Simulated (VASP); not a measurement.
# Si2Mo (I4/mmm) in VASP: notebook, part 2 of 3

VASP 6.6.1. The steps go on from the part before.

## Step 4: Electric field gradients, PBE (equal xx and yy strain of -3 %)

Contents of INCAR:

```
SYSTEM = Si2Mo
  ALGO = Normal
  EDIFF = 1E-8
  ENCUT = 520
  GGA = PE
  ISIF = 2
  ISMEAR = -1
  ISYM = 0
  LASPH = .TRUE.
  LCHARG = .FALSE.
  LEFG = .TRUE.
  LREAL = .FALSE.
  LWAVE = .FALSE.
  NBANDS = 18
  NELM = 80
  PREC = Accurate
  SIGMA = 0.03
```

Contents of KPOINTS:

```
k-points
0
G
  12 12 16
  0 0 0
```

Contents of POSCAR:

```
Si2Mo
1.0
   -1.5520000000      1.5520000000      3.9305000000
    1.5520000000     -1.5520000000      3.9305000000
    1.5520000000      1.5520000000     -3.9305000000
Si Mo
2 1
Direct
    0.3330000000      0.3330000000      0.0000000000
    0.6670000000      0.6670000000      0.0000000000
    0.0000000000      0.0000000000      0.0000000000
```

Potentials or basis: VASP PAW PBE potentials, release 64 (Si, Mo_sv).

Started as:

```console
> cat potpaw_PBE.64/Si/POTCAR potpaw_PBE.64/Mo_sv/POTCAR > POTCAR
> mpirun -np 1 vasp_std > vasp.out
```

OUTCAR:

```text
SYSTEM = Si2Mo
   EDIFF = 1E-8
   ENCUT = 520
   GGA = PE
   ISIF = 2
   ISMEAR = -1
   ISYM = 0
   LASPH = .TRUE.
   LREAL = .FALSE.
   NELM = 80
   PREC = Accurate

 ion  position               nearest neighbor table
   1  0.333  0.333  0.000-   2 2.55   2 2.55   2 2.55   2 2.55   3 2.56   3 2.56   3 2.56   3 2.56
                             3 2.62   2 2.63
   2  0.667  0.667  0.000-   1 2.55   1 2.55   1 2.55   1 2.55   3 2.56   3 2.56   3 2.56   3 2.56
                             3 2.62   1 2.63
   3  0.000  0.000  0.000-   2 2.56   2 2.56   2 2.56   1 2.56   2 2.56   1 2.56   1 2.56   1 2.56
                             1 2.62   2 2.62

IMPORTANT INFORMATION: All symmetrisations will be switched off!
NOSYMM: (Re-)initialisation of all symmetry stuff for point group C_1.

----------------------------------------------------------------------------------------

                                     Primitive cell

  volume of cell :      37.8696
[... 692 lines left out ...]

 POSITION                                       TOTAL-FORCE (eV/Angst)
 -----------------------------------------------------------------------------------
      0.00000      0.00000      2.61771         0.000383      0.000383      0.158754
      0.00000      0.00000      5.24329        -0.000383     -0.000383     -0.158754
      0.00000      0.00000      0.00000         0.000000     -0.000000     -0.000000
 -----------------------------------------------------------------------------------
    total drift:                                0.000000     -0.000000     -0.000000

  FREE ENERGIE OF THE ION-ELECTRON SYSTEM (eV)
  ---------------------------------------------------
  free  energy   TOTEN  =       -23.0812888704 eV

  energy  without entropy=      -23.0806381719  energy(sigma->0) =      -23.08096352

 Electric field gradients (V/A^2)
---------------------------------------------------------------------
 ion       V_xx      V_yy      V_zz      V_xy      V_xz      V_yz
---------------------------------------------------------------------
   1       4.173     4.173    -8.345     0.016    -0.002    -0.002
   2       4.173     4.173    -8.345     0.016    -0.002    -0.002
   3      15.053    15.053   -30.106    -0.064    -0.013    -0.013
---------------------------------------------------------------------

 Electric field gradients after diagonalization (V/A^2)
 (convention: |V_zz| > |V_xx| > |V_yy|)
----------------------------------------------------------------------
 ion       V_xx      V_yy      V_zz     asymmetry (V_yy - V_xx)/ V_zz
----------------------------------------------------------------------
   1       4.188     4.157    -8.345       0.004
   2       4.188     4.157    -8.345       0.004
   3      15.117    14.989   -30.106       0.004
----------------------------------------------------------------------

           NMR quadrupolar parameters

 Cq : quadrupolar parameter    Cq=e*Q*V_zz/h
 eta: asymmetry parameters     (V_yy - V_xx)/ V_zz
 Q  : nuclear electric quadrupole moment in mb (millibarn)
----------------------------------------------------------------------
 ion       Cq(MHz)       eta       Q (mb)
----------------------------------------------------------------------
   1      -0.020       0.004       1.000
   2      -0.020       0.004       1.000
   3      -0.073       0.004       1.000
----------------------------------------------------------------------
```

OSZICAR:

```text
N       E                     dE             d eps       ncg     rms          rms(c)
DAV:   1     0.122343778353E+03    0.12234E+03   -0.11391E+04 41688   0.117E+03
DAV:   2    -0.207985576332E+02   -0.14314E+03   -0.14019E+03 49632   0.302E+02
DAV:   3    -0.239095025957E+02   -0.31109E+01   -0.30792E+01 51578   0.395E+01
DAV:   4    -0.239262501119E+02   -0.16748E-01   -0.16734E-01 48942   0.318E+00
DAV:   5    -0.239263603567E+02   -0.11024E-03   -0.11024E-03 48388   0.270E-01    0.245E+01
DAV:   6    -0.232194872263E+02    0.70687E+00   -0.49535E+00 44082   0.149E+01    0.588E+00
DAV:   7    -0.231153846157E+02    0.10410E+00   -0.74236E-01 43530   0.513E+00    0.514E+00
DAV:   8    -0.230821245151E+02    0.33260E-01   -0.95129E-02 44960   0.233E+00    0.478E-01
DAV:   9    -0.230813595993E+02    0.76492E-03   -0.17884E-03 48886   0.350E-01    0.231E-01
DAV:  10    -0.230812973532E+02    0.62246E-04   -0.46607E-04 46610   0.177E-01    0.614E-02
DAV:  11    -0.230812907022E+02    0.66509E-05   -0.11552E-04 45510   0.791E-02    0.276E-02
DAV:  12    -0.230812899705E+02    0.73174E-06   -0.17972E-05 44596   0.297E-02    0.111E-02
DAV:  13    -0.230812889618E+02    0.10087E-05   -0.21652E-06 44580   0.118E-02    0.255E-03
DAV:  14    -0.230812888857E+02    0.76098E-07   -0.34315E-08 49328   0.133E-03    0.471E-04
DAV:  15    -0.230812888638E+02    0.21913E-07   -0.75957E-10 23714   0.225E-04    0.242E-04
DAV:  16    -0.230812888704E+02   -0.66134E-08   -0.91666E-11 22652   0.736E-05
   1 F= -.23081289E+02 E0= -.23080964E+02  d E =-.650698E-03
```

It took 31 min on 1 thread of Oxide Virtual Turin-like, shared host; peak memory 0.78 GiB.

Results:

```
Free energy                             : -23.0813 eV
Pressure                                : 17.1 GPa
Largest force                           : 0.159 eV/Å
Band gap on the k mesh                  : zero (bands 11 and 12 overlap by 0.99 eV)
Largest electric field gradient by atom : Si -8.3; Mo -30.1 V/Å²
```

Forces in eV/Å, atoms in the order of the input:
```
Si   0.000  0.000  0.159
Si   0.000  0.000 -0.159
Mo   0.000  0.000  0.000
```

Stress tensor (GPa, compression positive):
```
21.26  0.00 -0.01
 0.00 21.26 -0.01
-0.01 -0.01  8.69
```

Levels at points of the mesh, in eV from the Fermi level:
| k point | band 8 | band 9 | band 10 | band 11 | band 12 | band 13 | band 14 | band 15 |
| --- | --- | --- | --- | --- | --- | --- | --- | --- |
| (0.00, 0.00, 0.00) | -3.43 | -2.75 | -2.75 | 0.54 | 2.83 | 3.58 | 3.99 | 3.99 |
| (0.50, 0.00, 0.00) | -4.76 | -2.96 | -2.60 | -0.57 | 2.53 | 3.26 | 4.02 | 4.28 |
| (0.00, 0.50, 0.00) | -4.76 | -2.96 | -2.60 | -0.57 | 2.53 | 3.26 | 4.02 | 4.28 |
| (0.50, 0.50, 0.00) | -5.31 | -4.76 | -3.57 | -1.15 | 2.64 | 2.88 | 2.89 | 3.04 |
| (0.00, 0.00, 0.50) | -5.31 | -4.76 | -3.57 | -1.15 | 2.64 | 2.88 | 2.89 | 3.04 |
| (0.50, 0.00, 0.50) | -4.76 | -2.96 | -2.60 | -0.57 | 2.53 | 3.26 | 4.02 | 4.28 |
| (0.00, 0.50, 0.50) | -4.76 | -2.96 | -2.60 | -0.57 | 2.53 | 3.26 | 4.02 | 4.28 |
| (0.50, 0.50, 0.50) | -2.54 | -0.72 | -0.72 | -0.38 | -0.38 | 0.67 | 4.26 | 5.72 |

Electric field gradients, principal values (V/Å²):
| atom | least | middle | greatest (by size) |
| --- | --- | --- | --- |
| 1 Si | 4.157 | 4.188 | -8.345 |
| 2 Si | 4.157 | 4.188 | -8.345 |
| 3 Mo | 14.989 | 15.117 | -30.106 |

Caveat: the cell differs from its parent crystal (equal xx and yy strain of -3 %); the stress differs along the axes, from 9 to 21 GPa; without QUAD_EFG the Cq values of the log hold for a quadrupole moment of 1 mb, not for the nuclei.

## Step 5: Electric field gradients, PBE (13.15 Å³/atom)

This run uses another cell than the first one, of 13.15 Å³/atom.

Contents of INCAR:

```
SYSTEM = Si2Mo
PREC = Accurate ; ENCUT = 520
EDIFF = 1E-8 ; ISMEAR = -1
SIGMA = 0.03 ; LREAL = .False.
LASPH = .True. ; NELM = 60
ALGO = Normal ; ISIF = 2
LWAVE = .False. ; LCHARG = .False.
GGA = PE ; LEFG = .True.
ISYM = 0 ; NBANDS = 18
```

Contents of KPOINTS:

```
regular mesh
0
Gamma
  12 12 16
  0 0 0
```

Contents of POSCAR:

```
Si2Mo
1.0
   -1.5892614214      1.5892614214      3.9041200105
    1.5892614214     -1.5892614214      3.9041200105
    1.5892614214      1.5892614214     -3.9041200105
Si Mo
2 1
Direct
    0.3330000000      0.3330000000      0.0000000000
    0.6670000000      0.6670000000      0.0000000000
    0.0000000000      0.0000000000      0.0000000000
```

Potentials or basis: VASP PAW PBE potentials, release 64 (Si, Mo_sv).

Started as:

```console
> cat potpaw_PBE.64/Si/POTCAR potpaw_PBE.64/Mo_sv/POTCAR > POTCAR
> mpirun -np 1 vasp_std > vasp.out
```

OUTCAR:

```text
SYSTEM = Si2Mo
   PREC = Accurate
   ENCUT = 520
   EDIFF = 1E-8
   ISMEAR = -1
   LREAL = .False.
   LASPH = .True.
   NELM = 60
   ISIF = 2
   GGA = PE
   ISYM = 0

 ion  position               nearest neighbor table
   1  0.333  0.333  0.000-   2 2.59   2 2.59   2 2.59   2 2.59   3 2.60   3 2.60   3 2.60   3 2.60
                             3 2.60   2 2.61
   2  0.667  0.667  0.000-   1 2.59   1 2.59   1 2.59   1 2.59   3 2.60   3 2.60   3 2.60   3 2.60
                             3 2.60   1 2.61
   3  0.000  0.000  0.000-   2 2.60   1 2.60   2 2.60   1 2.60   2 2.60   1 2.60   1 2.60   2 2.60
                             1 2.60   2 2.60

IMPORTANT INFORMATION: All symmetrisations will be switched off!
NOSYMM: (Re-)initialisation of all symmetry stuff for point group C_1.

----------------------------------------------------------------------------------------

                                     Primitive cell

  volume of cell :      39.4434
[... 692 lines left out ...]

 POSITION                                       TOTAL-FORCE (eV/Angst)
 -----------------------------------------------------------------------------------
      0.00000      0.00000      2.60014         0.000741      0.000741      0.246521
      0.00000      0.00000      5.20810        -0.000741     -0.000741     -0.246521
      0.00000      0.00000      0.00000        -0.000000      0.000000      0.000000
 -----------------------------------------------------------------------------------
    total drift:                               -0.000000     -0.000000      0.000000

  FREE ENERGIE OF THE ION-ELECTRON SYSTEM (eV)
  ---------------------------------------------------
  free  energy   TOTEN  =       -23.2296092918 eV

  energy  without entropy=      -23.2289140993  energy(sigma->0) =      -23.22926170

 Electric field gradients (V/A^2)
---------------------------------------------------------------------
 ion       V_xx      V_yy      V_zz      V_xy      V_xz      V_yz
---------------------------------------------------------------------
   1       6.215     6.215   -12.429    -0.030     0.001     0.001
   2       6.215     6.215   -12.429    -0.030     0.001     0.001
   3      30.109    30.109   -60.217    -0.286    -0.060    -0.060
---------------------------------------------------------------------

 Electric field gradients after diagonalization (V/A^2)
 (convention: |V_zz| > |V_xx| > |V_yy|)
----------------------------------------------------------------------
 ion       V_xx      V_yy      V_zz     asymmetry (V_yy - V_xx)/ V_zz
----------------------------------------------------------------------
   1       6.245     6.184   -12.429       0.005
   2       6.245     6.184   -12.429       0.005
   3      30.395    29.822   -60.217       0.010
----------------------------------------------------------------------

           NMR quadrupolar parameters

 Cq : quadrupolar parameter    Cq=e*Q*V_zz/h
 eta: asymmetry parameters     (V_yy - V_xx)/ V_zz
 Q  : nuclear electric quadrupole moment in mb (millibarn)
----------------------------------------------------------------------
 ion       Cq(MHz)       eta       Q (mb)
----------------------------------------------------------------------
   1      -0.030       0.005       1.000
   2      -0.030       0.005       1.000
   3      -0.146       0.010       1.000
----------------------------------------------------------------------
```

OSZICAR:

```text
N       E                     dE             d eps       ncg     rms          rms(c)
DAV:   1     0.122001912890E+03    0.12200E+03   -0.11318E+04 41632   0.117E+03
DAV:   2    -0.209667666239E+02   -0.14297E+03   -0.14007E+03 49744   0.300E+02
DAV:   3    -0.241047191907E+02   -0.31380E+01   -0.31071E+01 51824   0.394E+01
DAV:   4    -0.241227869955E+02   -0.18068E-01   -0.18052E-01 49290   0.322E+00
DAV:   5    -0.241229059225E+02   -0.11893E-03   -0.11892E-03 48704   0.276E-01    0.224E+01
DAV:   6    -0.233797527043E+02    0.74315E+00   -0.55634E+00 43958   0.155E+01    0.501E+00
DAV:   7    -0.232636912699E+02    0.11606E+00   -0.81007E-01 43304   0.543E+00    0.465E+00
DAV:   8    -0.232303141607E+02    0.33377E-01   -0.93956E-02 45060   0.230E+00    0.443E-01
DAV:   9    -0.232296689263E+02    0.64523E-03   -0.17613E-03 49872   0.346E-01    0.246E-01
DAV:  10    -0.232296226871E+02    0.46239E-04   -0.46635E-04 46236   0.183E-01    0.526E-02
DAV:  11    -0.232296121686E+02    0.10518E-04   -0.14629E-04 45354   0.905E-02    0.370E-02
DAV:  12    -0.232296102774E+02    0.18912E-05   -0.23740E-05 44406   0.343E-02    0.971E-03
DAV:  13    -0.232296094359E+02    0.84149E-06   -0.18131E-06 44814   0.110E-02    0.256E-03
DAV:  14    -0.232296093123E+02    0.12357E-06   -0.28178E-08 46826   0.123E-03    0.498E-04
DAV:  15    -0.232296092858E+02    0.26510E-07   -0.25462E-09 23624   0.388E-04    0.448E-04
DAV:  16    -0.232296092918E+02   -0.60190E-08   -0.39803E-10 22702   0.151E-04
   1 F= -.23229609E+02 E0= -.23229262E+02  d E =-.695192E-03
```

stdout:

```text
POSCAR found type information on POSCAR SiMo
 POSCAR found :  2 types and       3 ions
 scaLAPACK will be used
 LDA part: xc-table for (Slater+PW92), standard interpolation
[... 29 lines left out ...]
ion   3
     0.0000532     0.0212224     0.0094234     1.0237656     0.0094233    -0.0000008
     0.0000733     0.0212224     0.0094234     1.0237656     0.0094233    -0.0000008
     0.0001009     0.0212224     0.0094234     1.0237656     0.0094233    -0.0000008
     0.0001390     0.0212224     0.0094233     1.0237656     0.0094233    -0.0000008

     0.0000532     0.2655982     0.0564337    48.2387957     0.0564343    -0.0000082
     0.0000733     0.2655948     0.0564348    48.2374479     0.0564353    -0.0000082
     0.0001009     0.2655895     0.0564364    48.2353301     0.0564370    -0.0000082
     0.0001390     0.2655812     0.0564391    48.2320214     0.0564396    -0.0000082
```

Wall time 19 min (1 thread of Oxide Virtual Turin-like, shared host); peak memory 0.8 GiB.

What came out:

```yaml
Free_energy: -23.2296 eV
Pressure: 7.0 GPa
Largest_force: 0.247 eV/Å
Band_gap_on_the_k_mesh: zero (bands 11 and 12 overlap by 1.02 eV)
Largest_electric_field_gradient_by_atom: Si -12.4; Mo -60.2 V/Å²
```

Forces on the atoms (eV/Å):
```
Si   0.001  0.001  0.247
Si  -0.001 -0.001 -0.247
Mo   0.000  0.000  0.000
```

Levels at points of the mesh, in eV from the Fermi level:
```csv
k point,band 8,band 9,band 10,band 11,band 12,band 13,band 14,band 15
"(0.00, 0.00, 0.00)",-3.14,-2.74,-2.74,0.40,3.01,3.18,3.67,3.67
"(0.50, 0.00, 0.00)",-4.56,-2.71,-2.59,-0.57,2.31,3.03,4.16,4.28
"(0.00, 0.50, 0.00)",-4.56,-2.71,-2.59,-0.57,2.31,3.03,4.16,4.28
"(0.50, 0.50, 0.00)",-5.30,-4.60,-3.17,-1.16,2.37,2.78,3.06,3.29
"(0.00, 0.00, 0.50)",-5.30,-4.60,-3.17,-1.16,2.37,2.78,3.06,3.28
"(0.50, 0.00, 0.50)",-4.56,-2.71,-2.59,-0.57,2.31,3.03,4.16,4.28
"(0.00, 0.50, 0.50)",-4.56,-2.71,-2.59,-0.57,2.31,3.03,4.16,4.28
"(0.50, 0.50, 0.50)",-2.37,-0.63,-0.63,-0.55,-0.55,0.54,4.68,5.37
```

Electric field gradients, principal values (V/Å²):
| atom | least | middle | greatest (by size) |
| --- | --- | --- | --- |
| 1 Si | 6.184 | 6.245 | -12.429 |
| 2 Si | 6.184 | 6.245 | -12.429 |
| 3 Mo | 29.822 | 30.395 | -60.217 |

Caveat: the cell stands under pressure; without QUAD_EFG the Cq values of the log hold for a quadrupole moment of 1 mb, not for the nuclei.

[end of part 2 of 3]
